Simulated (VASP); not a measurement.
Wanted: the native input for a VASP 6.6.1 run.

- Task: single point
- Functional: r2SCAN
- Potentials or basis: VASP PAW PBE potentials, release 64 (Sn_d, Se)
- Cutoff: 520 eV
- k mesh: 6 × 6 × 3
- Occupations: fermi-dirac, width 0.05 eV
- Spin: no spin polarisation
- Dipole correction: no
- Further INCAR settings: ALGO = Normal; EDIFF = 1e-06; NBANDS = 28

SnSe, a slab with vacuum:

```xyz
4
Lattice="4.3694 0.0000 0.0000 0.0000 4.3694 0.0000 0.0000 0.0000 11.2063" Properties=species:S:1:pos:R:3 pbc="T T T"
Sn    0.0000    2.1847    7.0350
Sn    2.1847    0.0000    4.1713
Se    0.0000    2.1847    4.3028
Se    2.1847    0.0000    6.9035
```

These files were run (other wordings do the same):

POSCAR

```
SnSe
1.0
    4.3693747848      0.0000000000      0.0000000000
    0.0000000000      4.3693747848      0.0000000000
    0.0000000000      0.0000000000     11.2062506230
Sn Se
2 2
Direct
    0.0000000000      0.5000000000      0.6277708900
    0.5000000000      0.0000000000      0.3722291100
    0.0000000000      0.5000000000      0.3839605100
    0.5000000000      0.0000000000      0.6160394900
```

INCAR.step1

```
  PREC = Accurate
  ENCUT = 520
  ISMEAR = -1
  SIGMA = 0.05
  LREAL = F
  LASPH = T
  NELM = 100
  NBANDS = 28
  GGA = PE
  ALGO = Normal
  EDIFF = 1E-4
  LWAVE = T
  LCHARG = F
```

INCAR.step2

```
  PREC = Accurate
  ENCUT = 520
  EDIFF = 1E-6
  ISMEAR = -1
  SIGMA = 0.05
  LREAL = F
  LASPH = T
  NELM = 100
  ALGO = Normal
  ISIF = 2
  LWAVE = F
  LCHARG = T
  METAGGA = R2SCAN
  LMIXTAU = T
  LELF = T
  LVHAR = T
  NBANDS = 28
  ISTART = 1
```

KPOINTS

```
regular mesh
0
Gamma
  6 6 3
```

Potentials or basis: VASP PAW PBE potentials, release 64 (Sn_d, Se).

Command:

```bash
$ cat potpaw_PBE.64/Sn_d/POTCAR potpaw_PBE.64/Se/POTCAR > POTCAR
$ cp INCAR.step1 INCAR
$ mpirun -np 1 vasp_std > vasp.out
$ cp INCAR.step2 INCAR
$ mpirun -np 1 vasp_std > vasp.out
```

Results of the run:

- Largest force: 0.370 eV/Å
- Band gap on the k mesh: 1.83 eV

Caveat: the PAW data sets were made with another functional, which shifts forces and pressure a little; spin-orbit coupling is left out, which moves the levels of the heavy elements.

Run time: 13 min on 1 thread of Intel Xeon 8259CL (shared host), peak memory 0.38 GiB.
